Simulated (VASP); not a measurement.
# Ni (P6_3/mmc) in VASP: notebook, part 2 of 2

VASP 6.6.1. The steps go on from the part before.

**4. Single point, PBEsol, collinear spin, ferromagnetic start**

Contents of INCAR:

```
PREC     = Accurate       # precision mode
ENCUT    = 520            # plane-wave cutoff, eV
EDIFF    = 1E-6           # SCF threshold, eV
ISMEAR   = -1             # smearing method
SIGMA    = 0.1            # smearing width, eV
LREAL    = False          # projectors in reciprocal space
LASPH    = True           # aspherical terms in the spheres
NELM     = 150            # most SCF steps
ALGO     = Normal         # electronic algorithm
ISIF     = 2              # what is computed and relaxed
LWAVE    = False          # write WAVECAR
LCHARG   = False          # write CHGCAR
ISPIN    = 2              # spin polarisation
MAGMOM   = 2 2            # initial moments
LORBIT   = 11             # projections on sites
LMAXMIX  = 4              # l up to which the mixer works
GGA      = PS             # functional
NBANDS   = 21             # bands
```

Contents of KPOINTS:

```
regular mesh
0
Gamma
  13 13 7
```

Contents of POSCAR:

```
Ni
1.0
    2.4480230000      0.0000000000      0.0000000000
   -1.2240115000      2.1200501070      0.0000000000
    0.0000000000      0.0000000000      4.0728080000
Ni
2
Direct
    0.3333333333      0.6666666667      0.2500000000
    0.6666666667      0.3333333333      0.7500000000
```

Potentials or basis: VASP PAW PBE potentials, release 64 (Ni).

Run with:

```bash
$ cat potpaw_PBE.64/Ni/POTCAR > POTCAR
$ mpirun -np 1 vasp_std > vasp.out
```

OUTCAR:

```text
PREC = Accurate
   ENCUT = 520
   EDIFF = 1E-6
   ISMEAR = -1
   LREAL = False
   LASPH = True
   NELM = 150
   ISIF = 2
   ISPIN = 2
   LORBIT = 11
   GGA = PS

 ion  position               nearest neighbor table
   1  0.333  0.667  0.250-   2 2.48   2 2.48   2 2.48   2 2.48   2 2.48   2 2.48
   2  0.667  0.333  0.750-   1 2.48   1 2.48   1 2.48   1 2.48   1 2.48   1 2.48

  LATTYP: Found a hexagonal cell.
 ALAT       =     2.4480230000
 C/A-ratio  =     1.6637131269

  Lattice vectors:

[... 1369 lines left out ...]
  external PRESSURE =     -29.7203515 kB  Pullay stress =       0.0000000 kB

 VOLUME and BASIS-vectors are now :
 -----------------------------------------------------------------------------
  energy-cutoff  :      520.00
  volume of cell :       21.14
      direct lattice vectors                 reciprocal lattice vectors
     2.448023000  0.000000000  0.000000000     0.408492894  0.235843482  0.000000000
    -1.224011500  2.120050107  0.000000000     0.000000000  0.471686965  0.000000000
     0.000000000  0.000000000  4.072808000     0.000000000  0.000000000  0.245530848

 POSITION                                       TOTAL-FORCE (eV/Angst)
 -----------------------------------------------------------------------------------
     -0.00000      1.41337      1.01820         0.000000     -0.000000      0.000000
      1.22401      0.70668      3.05461        -0.000000      0.000000      0.000000
 -----------------------------------------------------------------------------------
    total drift:                               -0.000000      0.000000     -0.000000

  FREE ENERGIE OF THE ION-ELECTRON SYSTEM (eV)
  ---------------------------------------------------
  free  energy   TOTEN  =       -12.2795575710 eV

  energy  without entropy=      -12.1594463235  energy(sigma->0) =      -12.21950195

 total charge

# of ion       s       p       d       tot
------------------------------------------
    1        0.512   0.528   8.327   9.368
    2        0.512   0.528   8.327   9.368
--------------------------------------------------
tot          1.024   1.057  16.655  18.736

 magnetization (x)

# of ion       s       p       d       tot
------------------------------------------
    1       -0.005  -0.023   0.647   0.619
    2       -0.005  -0.023   0.647   0.619
--------------------------------------------------
tot         -0.010  -0.046   1.294   1.238
```

OSZICAR:

```text
N       E                     dE             d eps       ncg     rms          rms(c)
DAV:   1     0.962001173326E+02    0.96200E+02   -0.92262E+03  7602   0.142E+03
DAV:   2    -0.856956645274E+01   -0.10477E+03   -0.96261E+02  7156   0.236E+02
DAV:   3    -0.142824547475E+02   -0.57129E+01   -0.55226E+01  8124   0.630E+01
DAV:   4    -0.143493543883E+02   -0.66900E-01   -0.66859E-01  8053   0.645E+00
DAV:   5    -0.143511119047E+02   -0.17575E-02   -0.17574E-02  8252   0.105E+00    0.170E+01
DAV:   6    -0.130274951833E+02    0.13236E+01   -0.81443E+00  8288   0.632E+01    0.916E+00
DAV:   7    -0.123153950869E+02    0.71210E+00   -0.18557E+00  8133   0.259E+01    0.256E+00
DAV:   8    -0.122874490480E+02    0.27946E-01   -0.13583E-02 10221   0.148E+00    0.131E+00
DAV:   9    -0.122820667294E+02    0.53823E-02   -0.75403E-04  9976   0.253E-01    0.557E-01
DAV:  10    -0.122795316204E+02    0.25351E-02   -0.23928E-04 12552   0.316E-01    0.926E-02
DAV:  11    -0.122795743732E+02   -0.42753E-04   -0.39533E-05  9148   0.765E-02    0.342E-02
DAV:  12    -0.122795571154E+02    0.17258E-04   -0.26463E-06  9285   0.273E-02    0.199E-02
DAV:  13    -0.122795575710E+02   -0.45558E-06   -0.26596E-06  6908   0.164E-02
   1 F= -.12279558E+02 E0= -.12219502E+02  d E =-.120111E+00  mag=     1.2249
```

stdout:

```text
POSCAR found type information on POSCAR Ni
 POSCAR found :  1 types and       2 ions
 scaLAPACK will be used
 -----------------------------------------------------------------------------
|                                                                             |
|                                                                             |
|     You enforced a specific xc type in the INCAR file but a different       |
|     I HOPE YOU KNOW WHAT YOU ARE DOING!                                     |
|                                                                             |
 -----------------------------------------------------------------------------

 LDA part: xc-table for (Slater+PW92), standard interpolation
 POSCAR, INCAR and KPOINTS ok, starting setup
 FFT: planning ... GRIDC
 FFT: planning ... GRID_SOFT
 FFT: planning ... GRID
 WAVECAR not read
 entering main loop
```

Run time: 54 s. Hardware: 1 thread of AMD EPYC 7R13, shared host; peak memory 0.14 GiB.

What came out:

```
Free energy                                           : -12.2796 eV
Pressure                                              : -3.0 GPa
Net moment                                            : 1.22 μB per cell
Site moments                                          : Ni +0.62 μB
Valence electrons inside the program's atomic spheres : Ni 9.37
```

Stress tensor (GPa, compression positive):
```
-1.76  0.00  0.00
 0.00 -1.76  0.00
 0.00  0.00 -5.39
```

Levels at points of the mesh, in eV from the Fermi level:
Spin up:
```csv
k point,band 7,band 8,band 9,band 10,band 11,band 12,band 13,band 14,band 15,band 16
"(0.00, 0.00, 0.00)",-2.13,-1.63,-1.63,-0.69,-0.69,-0.60,5.59,23.04,25.25,25.25
```
Spin down:
| k point | band 7 | band 8 | band 9 | band 10 | band 11 | band 12 |
| --- | --- | --- | --- | --- | --- | --- |
| (0.00, 0.00, 0.00) | -1.46 | -0.97 | -0.97 | -0.63 | 0.00 | 0.00 |

Caveat: the PAW data sets were made with another functional, which shifts forces and pressure a little.

**5. Summary**

| level | potentials or basis | gap on the mesh (eV) | pressure (GPa) | moment (μB) |
| --- | --- | --- | --- | --- |
| BLYP | VASP PAW PBE potentials, release 64 (Ni) | none | 17.4 | 1.18 |
| LDA | VASP PAW LDA potentials, release 64 (Ni) | none | -10.6 | 1.16 |
| PBEsol | VASP PAW PBE potentials, release 64 (Ni) | none | -3.0 | 1.22 |

Alike in all rows: task single point; spin collinear, ferromagnetic start; cell as given; k mesh 13 × 13 × 7; cutoff (eV) 520; smearing fermi-dirac 0.1 eV.

Caveats: the PAW data sets were made with another functional, which shifts forces and pressure a little (at least some runs); the cell stands under pressure (at least some runs); the cell stands under tension (at least some runs).

Absolute energies hang on the potentials; compare differences alone.
